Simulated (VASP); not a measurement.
# Bi (P6_3/mmc) in VASP: a series of runs

Runs on Bi. Level: LDA. Tasks: single point.

Everything below comes from runs of VASP 6.6.1. Logs are shortened: lines on timing, memory, paths and dates and some standing lists are left out, and cuts for length are marked.

**1. The cell of the first run**

The structure is hexagonal, space group P6_3/mmc (No. 194). Conventional cell: a = 3.459 Å, b = 3.459 Å, c = 5.670 Å, α = 90.00°, β = 90.00°, γ = 120.00°. Bi (site symmetry -6m2) has 12 Bi at 3.46 to 3.47 Å within 4.5 Å.

This isn't the form of Bi at room conditions, which is rhombohedral.

**2. Single point, LDA**

INCAR reads:

```
  PREC = Accurate
  ENCUT = 520
  EDIFF = 1E-6
  ISMEAR = -1
  SIGMA = 0.1
  LREAL = F
  LASPH = T
  NELM = 100
  ALGO = Normal
  ISIF = 2
  LWAVE = F
  LCHARG = F
  GGA = CA
  NBANDS = 22
```

KPOINTS reads:

```
Automatic mesh
0
Gamma
  10 10 6
```

POSCAR reads:

```
Bi
1.0
    3.4592288244      0.0000000000      0.0000000000
   -1.7296144122      2.9957800394      0.0000000000
    0.0000000000      0.0000000000      5.6699130555
Bi
2
Direct
    0.3333333333      0.6666666667      0.2500000000
    0.6666666667      0.3333333333      0.7500000000
```

Potentials or basis: VASP PAW LDA potentials, release 64 (Bi_d).

Started as:

```bash
cat potpaw_LDA.64/Bi_d/POTCAR > POTCAR
mpirun -np 1 vasp_std > vasp.out
```

OUTCAR:

```text
PREC = Accurate
   ENCUT = 520
   EDIFF = 1E-6
   ISMEAR = -1
   LREAL = F
   LASPH = T
   NELM = 100
   ISIF = 2
   GGA = CA

 ion  position               nearest neighbor table
   1  0.333  0.667  0.250-   2 3.47   2 3.47   2 3.47   2 3.47   2 3.47   2 3.47
   2  0.667  0.333  0.750-   1 3.47   1 3.47   1 3.47   1 3.47   1 3.47   1 3.47

  LATTYP: Found a hexagonal cell.
 ALAT       =     3.4592288244
 C/A-ratio  =     1.6390685159

  Lattice vectors:

 A1 = (   3.4592288244,   0.0000000000,   0.0000000000)
 A2 = (  -1.7296144122,   2.9957800394,   0.0000000000)
 A3 = (   0.0000000000,   0.0000000000,   5.6699130555)

Analysis of symmetry for initial positions (statically):
=====================================================================
 Subroutine PRICEL returns:
 Original cell was already a primitive cell.

 Routine SETGRP: Setting up the symmetry group for a
 hexagonal supercell.

 Subroutine GETGRP returns: Found 24 space group operations
 (whereof 12 operations were pure point group operations)
 out of a pool of 24 trial point group operations.

The static configuration has the point symmetry D_3d.
 The point group associated with its full space group is D_6h.

Analysis of symmetry for dynamics (positions and initial velocities):
=====================================================================
 Subroutine PRICEL returns:
 Original cell was already a primitive cell.

 Routine SETGRP: Setting up the symmetry group for a
 hexagonal supercell.

 Subroutine GETGRP returns: Found 24 space group operations
 (whereof 12 operations were pure point group operations)
 out of a pool of 24 trial point group operations.

The dynamic configuration has the point symmetry D_3d.
 The point group associated with its full space group is D_6h.

 Subroutine INISYM returns: Found 24 space group operations
 (whereof 12 operations are pure point group operations),
 and found     1 'primitive' translations

----------------------------------------------------------------------------------------

                                     Primitive cell

  volume of cell :      58.7578

  direct lattice vectors                    reciprocal lattice vectors
     3.459228824  0.000000000  0.000000000     0.289081772  0.166901439  0.000000000
    -1.729614412  2.995780039  0.000000000     0.000000000  0.333802878  0.000000000
     0.000000000  0.000000000  5.669913056     0.000000000  0.000000000  0.176369548

  length of vectors
     3.459228824  3.459228824  5.669913056     0.333802878  0.333802878  0.176369548

  position of ions in fractional coordinates (direct lattice)
     0.333333333  0.666666667  0.250000000
     0.666666667  0.333333333  0.750000000

  ion indices of the primitive-cell ions
   primitive index   ion index
                 1           1
                 2           2

----------------------------------------------------------------------------------------

 KPOINTS: Automatic mesh

Automatic generation of k-mesh.
 Grid dimensions read from file:
 generate k-points for:   10   10    6

 Generating k-lattice:

  Cartesian coordinates                     Fractional coordinates (reciprocal lattice)
     0.028908177  0.016690144  0.000000000     0.100000000 -0.000000000  0.000000000
     0.000000000  0.033380288  0.000000000     0.000000000  0.100000000  0.000000000
     0.000000000  0.000000000  0.029394925     0.000000000  0.000000000  0.166666667

  Length of vectors
     0.033380288  0.033380288  0.029394925

  Shift w.r.t. Gamma in fractional coordinates (k-lattice)
     0.000000000  0.000000000  0.000000000

 Subroutine IBZKPT returns following result:
 ===========================================

 Found     56 irreducible k-points:

 Following reciprocal coordinates:
            Coordinates               Weight
  0.000000  0.000000  0.000000      1.000000
  0.100000  0.000000  0.000000      6.000000
  0.200000  0.000000  0.000000      6.000000
  0.300000  0.000000  0.000000      6.000000
  0.400000  0.000000  0.000000      6.000000
  0.500000  0.000000  0.000000      3.000000
[... 16 lines left out ...]
  0.300000  0.100000  0.166667     24.000000
  0.400000  0.100000  0.166667     24.000000
 [... further k-points ...]
   k-points           NKPTS =     56   k-points in BZ     NKDIM =     56   number of bands    NBANDS=     22
   number of dos      NEDOS =    301   number of ions     NIONS =      2
   total plane-waves  NPLWV =  32928
   dimension x,y,z NGX =    28 NGY =   28 NGZ =   42
   dimension x,y,z NGXF=    56 NGYF=   56 NGZF=   84
   ions per type =               2
   NGX,Y,Z   is equivalent  to a cutoff of  13.46, 13.46, 12.31 a.u.
   NGXF,Y,Z  is equivalent  to a cutoff of  26.91, 26.91, 24.63 a.u.
 SYSTEM =  unknown system
   PREC   = accura    normal or accurate (medium, high low for compatibility)
   ISTART =      0    job   : 0-new  1-cont  2-samecut
   ICHARG =      2    charge: 1-file 2-atom 10-const
   ISPIN  =      1    spin polarized calculation?
   LNONCOLLINEAR =      F non collinear calculations
   LSORBIT =      F    spin-orbit coupling
   LASPH  =      T    aspherical Exc in radial PAW
   ENCUT  =  520.0 eV  38.22 Ry    6.18 a.u.   6.43  6.43 10.54*2*pi/ulx,y,z
   NELM   =    100;   NELMIN=  2; NELMDL= -5     # of ELM steps
   EDIFF  = 0.1E-05   stopping-criterion for ELM
   LREAL  =      F    real-space projection
   EDIFFG = 0.1E-04   stopping-criterion for IOM
   NSW    =      0    number of steps for IOM
   IBRION =     -1    ionic relax: 0-MD 1-quasi-New 2-CG
   NFREE  =      0    steps in history (QN), initial steepest desc. (CG)
   ISIF   =      2    stress and relaxation
   ISYM   =      2    0-nonsym 1-usesym 2-fastsym
   POTIM  = 0.5000    time-step for ionic-motion
   TEBEG  =    0.0;   TEEND  =   0.0 temperature during run
   PSTRESS=    0.0 pullay stress
   NELECT =      30.0000    total number of electrons
   NUPDOWN=      -1.0000    fix difference up-down
   EMIN   =  10.00;   EMAX   =-10.00  energy-range for DOS
   EFERMI =   0.00;   METHOD = LEGACY
   ISMEAR =    -1;   SIGMA  =   0.10  broadening in eV -4-tet -1-fermi 0-gaus
   EFERMI_NEDOS =   21; number of points for ismear=-14 and -15
   IALGO  =     38    algorithm
   IMIX   =      4    mixing-type and parameters
     AMIX     =   0.40;   BMIX     =  1.00
     AMIX_MAG =   1.60;   BMIX_MAG =  1.00
  volume/ion in A,a.u.               =      29.38       198.26
  Fermi-wavevector in a.u.,A,eV,Ry     =   1.308459  2.472629 23.294050  1.712064
  Thomas-Fermi vector in A             =   2.439124
   LORBIT       =      0    0 simple, 1 ext, 2 COOP (PROOUT), +10 PAW based schemes
   GGA     = CA    functional components
   LHFCALC =     F    Hartree Fock is set to
   AEXX    =    0.0000 exact exchange contribution
   IVDW    =     0    specifies the selected vdW correction
   LEPSILON=     F    determine dielectric tensor
   LRPA    =     F    only Hartree local field effects (RPA)
 non-spin polarized calculation
  energy-cutoff  :      520.00
  volume of cell :       58.76
 maximum number of plane-waves:      1603
 NGX is ok and might be reduce to    28
   NGX = 13   NGY = 13   NGZ = 21

 number of electron      30.0000003 magnetization

 Free energy of the ion-electron system (eV)
  ---------------------------------------------------
  ext. energy  EPLUGINS =         0.00000000
  ---------------------------------------------------
  free energy    TOTEN  =        -8.94224726 eV

  energy without entropy =       -8.90924025  energy(sigma->0) =       -8.92574376

 E-fermi :   8.4936     XC(G=0): -10.8071

 val. band max:        8.4861115817   @ k =   0.4000   0.2000   0.1667
 cond. band min:       8.4986326518   @ k =   0.2000   0.0000   0.3333
 fundamental gap:      0.0125210701
 Fermi energy:         8.4935970094

 k-point     1 :       0.0000    0.0000    0.0000
  band No.  band energies     occupation
      1     -14.5816      2.00000
      2     -14.5746      2.00000
      3     -14.5571      2.00000
      4     -14.5571      2.00000
      5     -14.5462      2.00000
      6     -14.5462      2.00000
[... 14 lines left out ...]
     21      18.7848      0.00000
     22      19.1727      0.00000

 k-point     2 :       0.1000    0.0000    0.0000
  band No.  band energies     occupation
      1     -14.5847      2.00000
      2     -14.5707      2.00000
      3     -14.5507      2.00000
      4     -14.5420      2.00000
      5     -14.5389      2.00000
      6     -14.5311      2.00000
[... 14 lines left out ...]
     21      18.2760      0.00000
     22      18.8697      0.00000

 k-point     3 :       0.2000    0.0000    0.0000
  band No.  band energies     occupation
      1     -14.6051      2.00000
      2     -14.5534      2.00000
      3     -14.5462      2.00000
      4     -14.5427      2.00000
      5     -14.5368      2.00000
      6     -14.5025      2.00000
[... 14 lines left out ...]
     21      17.9623      0.00000
     22      18.4268      0.00000

 k-point     4 :       0.3000    0.0000    0.0000
  band No.  band energies     occupation
      1     -14.6293      2.00000
      2     -14.5661      2.00000
      3     -14.5589      2.00000
      4     -14.5513      2.00000
      5     -14.5175      2.00000
      6     -14.4671      2.00000
[... 14 lines left out ...]
     21      17.4816      0.00000
     22      18.5345      0.00000

 k-point     5 :       0.4000    0.0000    0.0000
  band No.  band energies     occupation
      1     -14.6479      2.00000
      2     -14.5864      2.00000
      3     -14.5660      2.00000
      4     -14.5622      2.00000
      5     -14.4925      2.00000
      6     -14.4855      2.00000
[... 417 lines left out ...]
 k-point    22 :       0.2000    0.1000    0.1667
  band No.  band energies     occupation
      1     -14.6008      2.00000
      2     -14.5695      2.00000
      3     -14.5605      2.00000
      4     -14.5426      2.00000
      5     -14.5237      2.00000
      6     -14.4934      2.00000
[... 14 lines left out ...]
     21      16.9356      0.00000
     22      18.2726      0.00000

 k-point    23 :       0.3000    0.1000    0.1667
  band No.  band energies     occupation
      1     -14.6203      2.00000
      2     -14.5855      2.00000
      3     -14.5595      2.00000
      4     -14.5494      2.00000
      5     -14.5089      2.00000
      6     -14.4826      2.00000
[... 14 lines left out ...]
     21      17.2480      0.00000
     22      18.2433      0.00000

 k-point    24 :       0.4000    0.1000    0.1667
  band No.  band energies     occupation
      1     -14.6317      2.00000
      2     -14.6000      2.00000
      3     -14.5607      2.00000
      4     -14.5536      2.00000
      5     -14.5123      2.00000
      6     -14.4686      2.00000
[... 14 lines left out ...]
     21      17.8519      0.00000
     22      18.3627      0.00000

 [... further k-points ...]

------------------------ aborting loop because EDIFF is reached ----------------------------------------

  FORCE on cell =-STRESS in cart. coord.  units (eV):
  Direction    XX          YY          ZZ          XY          YZ          ZX
  --------------------------------------------------------------------------------------
  -------------------------------------------------------------------------------------
  Total        0.0310084      0.0310084      0.0230675     -0.0000000      0.0000000      0.0000000
  in kB        0.8455197      0.8455197      0.6289921     -0.0000000      0.0000000      0.0000000
  external PRESSURE =       0.7733438 kB  Pullay stress =       0.0000000 kB

 VOLUME and BASIS-vectors are now :
 -----------------------------------------------------------------------------
  energy-cutoff  :      520.00
  volume of cell :       58.76
      direct lattice vectors                 reciprocal lattice vectors
     3.459228824  0.000000000  0.000000000     0.289081772  0.166901439  0.000000000
    -1.729614412  2.995780039  0.000000000     0.000000000  0.333802878  0.000000000
     0.000000000  0.000000000  5.669913056     0.000000000  0.000000000  0.176369548

 POSITION                                       TOTAL-FORCE (eV/Angst)
 -----------------------------------------------------------------------------------
     -0.00000      1.99719      1.41748        -0.000000      0.000000      0.000000
      1.72961      0.99859      4.25243         0.000000     -0.000000     -0.000000
 -----------------------------------------------------------------------------------
    total drift:                               -0.000000      0.000000      0.000000

  FREE ENERGIE OF THE ION-ELECTRON SYSTEM (eV)
  ---------------------------------------------------
  free  energy   TOTEN  =        -8.9422472631 eV

  energy  without entropy=       -8.9092402506  energy(sigma->0) =       -8.92574376
```

Run time: 66 s. Hardware: 1 thread of Intel Xeon 8259CL, shared host; peak memory 0.18 GiB.

What came out:

- Free energy: -8.9422 eV
- Pressure: 0.1 GPa
- Band gap on the k mesh: zero (bands 15 and 16 overlap by 7.03 eV)

Caveat: spin-orbit coupling is left out, which moves the levels of the heavy elements.

**3. Single point, LDA (25.85 Å³/atom)**

This run uses another cell than the first one, of 25.85 Å³/atom.

INCAR reads:

```
PREC     = Accurate       # precision mode
ENCUT    = 520            # plane-wave cutoff, eV
EDIFF    = 1E-6           # SCF threshold, eV
ISMEAR   = -1             # smearing method
SIGMA    = 0.1            # smearing width, eV
LREAL    = False          # projectors in reciprocal space
LASPH    = True           # aspherical terms in the spheres
NELM     = 80             # most SCF steps
ALGO     = Normal         # electronic algorithm
ISIF     = 2              # what is computed and relaxed
LWAVE    = False          # write WAVECAR
LCHARG   = False          # write CHGCAR
NBANDS   = 22             # bands
```

KPOINTS reads:

```
regular mesh
0
Gamma
  12 12 6
```

POSCAR reads:

```
Bi
1.0
    3.3149235359      0.0000000000      0.0000000000
   -1.6574617680      2.8708079937      0.0000000000
    0.0000000000      0.0000000000      5.4333868004
Bi
2
Direct
    0.3333333333      0.6666666667      0.2500000000
    0.6666666667      0.3333333333      0.7500000000
```

Potentials or basis: VASP PAW LDA potentials, release 64 (Bi_d).

Started as:

```bash
cat potpaw_LDA.64/Bi_d/POTCAR > POTCAR
mpirun -np 1 vasp_std > vasp.out
```

OUTCAR:

```text
PREC = Accurate
   ENCUT = 520
   EDIFF = 1E-6
   ISMEAR = -1
   LREAL = False
   LASPH = True
   NELM = 80
   ISIF = 2

 ion  position               nearest neighbor table
   1  0.333  0.667  0.250-   2 3.32   2 3.32   2 3.32   2 3.32   2 3.32   2 3.32
   2  0.667  0.333  0.750-   1 3.32   1 3.32   1 3.32   1 3.32   1 3.32   1 3.32

  LATTYP: Found a hexagonal cell.
 ALAT       =     3.3149235359
 C/A-ratio  =     1.6390685159

  Lattice vectors:

[... 788 lines left out ...]

------------------------ aborting loop because EDIFF is reached ----------------------------------------

  FORCE on cell =-STRESS in cart. coord.  units (eV):
  Direction    XX          YY          ZZ          XY          YZ          ZX
  --------------------------------------------------------------------------------------
  -------------------------------------------------------------------------------------
  Total        3.5003658      3.5003658      3.6625553     -0.0000000     -0.0000000      0.0000000
  in kB      108.4615321    108.4615321    113.4870971     -0.0000000     -0.0000000      0.0000000
  external PRESSURE =     110.1367204 kB  Pullay stress =       0.0000000 kB

 VOLUME and BASIS-vectors are now :
 -----------------------------------------------------------------------------
  energy-cutoff  :      520.00
  volume of cell :       51.71
      direct lattice vectors                 reciprocal lattice vectors
     3.314923536  0.000000000  0.000000000     0.301666083  0.174166994  0.000000000
    -1.657461768  2.870807994  0.000000000     0.000000000  0.348333989  0.000000000
     0.000000000  0.000000000  5.433386800     0.000000000  0.000000000  0.184047269

 POSITION                                       TOTAL-FORCE (eV/Angst)
 -----------------------------------------------------------------------------------
     -0.00000      1.91387      1.35835        -0.000000      0.000000      0.000000
      1.65746      0.95694      4.07504         0.000000     -0.000000      0.000000
 -----------------------------------------------------------------------------------
    total drift:                                0.000000     -0.000000      0.000000

  FREE ENERGIE OF THE ION-ELECTRON SYSTEM (eV)
  ---------------------------------------------------
  free  energy   TOTEN  =        -8.7262015173 eV

  energy  without entropy=       -8.6987635664  energy(sigma->0) =       -8.71248254
```

OSZICAR:

```text
N       E                     dE             d eps       ncg     rms          rms(c)
DAV:   1     0.309645023183E+03    0.30965E+03   -0.16311E+04  3360   0.182E+03
DAV:   2     0.168029243915E+02   -0.29284E+03   -0.28487E+03  3410   0.459E+02
DAV:   3    -0.791261275753E+01   -0.24716E+02   -0.24406E+02  4020   0.144E+02
DAV:   4    -0.871325823433E+01   -0.80065E+00   -0.80002E+00  4162   0.273E+01
DAV:   5    -0.874837011467E+01   -0.35112E-01   -0.35111E-01  4840   0.520E+00    0.729E-01
DAV:   6    -0.873268971124E+01    0.15680E-01   -0.20669E-02  4446   0.175E+00    0.379E-01
DAV:   7    -0.872657136859E+01    0.61183E-02   -0.90049E-03  4570   0.115E+00    0.923E-02
DAV:   8    -0.872620040471E+01    0.37096E-03   -0.61853E-04  4210   0.311E-01    0.784E-03
DAV:   9    -0.872620163775E+01   -0.12330E-05   -0.16980E-05  4630   0.371E-02    0.376E-03
DAV:  10    -0.872620151734E+01    0.12041E-06   -0.49112E-07  2458   0.734E-03
   1 F= -.87262015E+01 E0= -.87124825E+01  d E =-.274380E-01
```

It took 84 s on 1 thread of Intel Xeon 8259CL, shared host; peak memory 0.2 GiB.

Results:

```
Free energy            : -8.7262 eV
Pressure               : 11.0 GPa
Band gap on the k mesh : zero (bands 15 and 16 overlap by 8.63 eV)
```

Stress tensor (GPa, compression positive):
```
10.85  0.00  0.00
 0.00 10.85  0.00
 0.00  0.00 11.35
```

Levels at points of the mesh, in eV from the Fermi level:
| k point | band 12 | band 13 | band 14 | band 15 | band 16 | band 17 | band 18 | band 19 |
| --- | --- | --- | --- | --- | --- | --- | --- | --- |
| (0.00, 0.00, 0.00) | -11.17 | -6.50 | 4.19 | 4.19 | 6.19 | 6.19 | 6.28 | 7.99 |
| (0.50, 0.00, 0.00) | -9.96 | -5.15 | -3.59 | -2.48 | 0.06 | 0.35 | 4.16 | 5.11 |
| (0.00, 0.00, 0.50) | -13.76 | -1.11 | -1.11 | 5.13 | 5.13 | 5.13 | 5.13 | 8.47 |
| (0.50, 0.00, 0.50) | -10.47 | -5.93 | -5.93 | 1.83 | 1.83 | 1.91 | 1.91 | 5.94 |

Caveat: the cell stands under pressure; spin-orbit coupling is left out, which moves the levels of the heavy elements.
